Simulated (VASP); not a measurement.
A run of VASP 6.6.1 is set up as follows.

File INCAR:

```
PREC = Accurate
ENCUT = 500
EDIFF = 1E-7
ISMEAR = 0
SIGMA = 0.02
LREAL = False
LASPH = True
NELM = 120
ALGO = Normal
ISIF = 4
LWAVE = False
LCHARG = False
GGA = PE
IBRION = 2
NSW = 50
EDIFFG = -0.01
GGA_COMPAT = False
NELMIN = 4
```

File KPOINTS:

```
Automatic mesh
0
Gamma
  6 6 4
```

The input POSCAR:

```
PbI2
1.0
    4.5582673329      0.0000000000      0.0000000000
   -2.2791336665      3.9475753075      0.0000000000
    0.0000000000      0.0000000000      7.1293959092
Pb I
1 2
Direct
    0.0000000000      0.0000000000      0.0000000000
    0.3333333333      0.6666666667      0.2604386112
    0.6666666667      0.3333333333      0.7395613888
```

Potentials or basis: VASP PAW PBE potentials, release 64 (Pb_d, I).

Launch:

```bash
$ cat potpaw_PBE.64/Pb_d/POTCAR potpaw_PBE.64/I/POTCAR > POTCAR
$ mpirun -np 1 vasp_std > vasp.out
```

Q: Estimate the band gap on the k mesh.

A: 2.23 eV.

Final structure:
```yaml
crystal:
  lattice:
    - [4.58648, 0.00000, 0.00000]
    - [-2.29324, 3.97200, 0.00000]
    - [0.00000, 0.00000, 7.04197]
  atoms:
    - { symbol: Pb, position: [0.00000, 0.00000, 0.00000] }
    - { symbol: I, position: [0.33333, 0.66667, 0.26695] }
    - { symbol: I, position: [0.66667, 0.33333, 0.73305] }
```

Caveat: spin-orbit coupling is left out, which moves the levels of the heavy elements. A k mesh can miss the band edges.
